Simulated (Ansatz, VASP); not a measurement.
**Cs2YLuBr6: VASP beside Ansatz**

File POSCAR:

```
Cs2YLuBr6
1.0
    0.0000000000      5.7533550000      5.7533550000
    5.7533550000      0.0000000000      5.7533550000
    5.7533550000      5.7533550000      0.0000000000
Lu Br Y Cs
1 6 1 2
Direct
    0.5000000000      0.5000000000      0.5000000000
    0.7554000000      0.2446000000      0.2446000000
    0.2446000000      0.7554000000      0.2446000000
    0.2446000000      0.7554000000      0.7554000000
    0.7554000000      0.2446000000      0.7554000000
    0.2446000000      0.2446000000      0.7554000000
    0.7554000000      0.7554000000      0.2446000000
    0.0000000000      0.0000000000      0.0000000000
    0.2500000000      0.2500000000      0.2500000000
    0.7500000000      0.7500000000      0.7500000000
```

INCAR.step1

```
SYSTEM = Cs2YLuBr6
PREC = Accurate
ENCUT = 520
ISMEAR = -1
SIGMA = 0.0755
LREAL = .FALSE.
LASPH = .TRUE.
NELM = 80
NBANDS = 59
GGA = PE
ALGO = Normal
EDIFF = 1E-4
LWAVE = .TRUE.
LCHARG = .FALSE.
```

File INCAR.step2:

```
SYSTEM = Cs2YLuBr6
PREC = Accurate
ENCUT = 520
EDIFF = 1E-6
ISMEAR = -1
SIGMA = 0.0755
LREAL = .FALSE.
LASPH = .TRUE.
NELM = 80
ALGO = Normal
ISIF = 2
LWAVE = .FALSE.
LCHARG = .TRUE.
METAGGA = R2SCAN
LMIXTAU = .TRUE.
LELF = .TRUE.
LVHAR = .TRUE.
NBANDS = 59
ISTART = 1
```

KPOINTS

```
regular mesh
0
G
  5 5 5
  0 0 0
```

Input for Ansatz:

```yaml
crystal:
  lattice:
    - [0.0, 5.753355, 5.753355]
    - [5.753355, 0.0, 5.753355]
    - [5.753355, 5.753355, 0.0]
  atoms:
    - { symbol: Lu, position: [0.5, 0.5, 0.5] }
    - { symbol: Br, position: [0.7554, 0.2446, 0.2446] }
    - { symbol: Br, position: [0.2446, 0.7554, 0.2446] }
    - { symbol: Br, position: [0.2446, 0.7554, 0.7554] }
    - { symbol: Br, position: [0.7554, 0.2446, 0.7554] }
    - { symbol: Br, position: [0.2446, 0.2446, 0.7554] }
    - { symbol: Br, position: [0.7554, 0.7554, 0.2446] }
    - { symbol: "Y", position: [0.0, 0.0, 0.0] }
    - { symbol: Cs, position: [0.25, 0.25, 0.25] }
    - { symbol: Cs, position: [0.75, 0.75, 0.75] }
  symmetry: { tolerance: 0.0003 }
kpoints:
  mp_grid: { grid: [5, 5, 5], shift: [0, 0, 0] }
  band_path:
    path:
      - [0.0, 0.0, 0.0]
      - [0.5, 0.0, 0.5]
      - [0.625, 0.25, 0.625]
      - [0.375, 0.375, 0.75]
      - [0.0, 0.0, 0.0]
      - [0.5, 0.5, 0.5]
      - [0.5, 0.25, 0.75]
      - [0.5, 0.0, 0.5]
    npoints: 8
magnetization:
  spin_polarized: false
scf:
  occupations: { method: fermi_dirac, width: 0.0755 }
  lower_state_search: "off"
  max_iter: 200
hamiltonian:
  pseudopotentials: { kind: paw }
  xc: r2scan
basis:
  ecutwfc: 500
  fft_grid_basis: typed
output:
  forces: true
  stress: true
  eigenvalues: true
  bader: true
  populations: true
  elf: true
  write_potential: true
  volumetric_format: npy
  dos:
    e_range: [-12, 8]
    de: 0.05
    projected: { site_lists: { Br: [Br], Cs: [Cs], Lu: [Lu], "Y": ["Y"] } }
checkpoint:
  read: saved_state
```

Alike in both runs: task single point; functional r2SCAN; k mesh 5 × 5 × 5; occupations fermi-dirac, width 0.0755 eV; no spin polarisation.

```csv
,VASP,Ansatz
version,VASP 6.6.1,Ansatz 0.2.0
potentials or method,"VASP PAW PBE potentials, release 64 (Lu, Br, Y_sv, Cs_sv), cutoff 520 eV",PAW plane waves
valence electrons in the cell,96,96
```

Ansatz gave:

| Quantity | Value |
| --- | --- |
| pressure (GPa) | -2.0 |
| rms of the force components (eV/Å) | 0.363 |

Question: Estimate VASP's values.

Answer: Pressure (GPa): -2.0; rms of the force components (eV/Å): 0.352.

VASP's potentials were made for PBE, not for r2SCAN. Atom by atom the forces differ by 0.011 eV/Å (rms over components).

Neither program's run includes spin-orbit coupling.
